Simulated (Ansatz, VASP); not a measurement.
# Two plane-wave programs on MoS2

```
Mo S
1.0
     3.16100    0.03161    0.03161
    -1.55313    2.72170    0.01157
     0.12295    0.12295   12.29500
Mo S
2 4
Direct
  0.33333 0.66667 0.25000
  0.66667 0.33333 0.75000
  0.33333 0.66667 0.62750
  0.66667 0.33333 0.12750
  0.33333 0.66667 0.87250
  0.66667 0.33333 0.37250
```

Change from the starting cell: equal xy, yz and zx shear strains of +2 %, PAW files.

Alike in both runs: task electric field gradients; functional PBE; k mesh 10 × 10 × 3; occupations fermi-dirac, width 0.03 eV; no spin polarisation.

```csv
,VASP,Ansatz
version,VASP 6.6.1,Ansatz 0.2.0
potentials or method,"VASP PAW PBE potentials, release 64 (Mo_sv, S)","PAW with Ansatz's default frozen-core files, scalar-relativistic"
plane-wave cutoff (eV),520,420
valence electrons in the cell,52,52
```

VASP gave:

```
pressure (GPa)                                                : 8.9
traceless stress, the component that is largest in VASP (GPa) : 4.37
rms of the force components (eV/Å)                            : 0.617
size of Vzz on the site where it differs most (V/Å²)          : 97.2
```

Task: Which values does Ansatz return?

Result: Pressure (GPa): 9.1; traceless stress, the component that is largest in VASP (GPa): 4.42; rms of the force components (eV/Å): 0.626; size of Vzz on the site where it differs most (V/Å²): 94.5.

Atom by atom the forces differ by 0.009 eV/Å (rms over components).
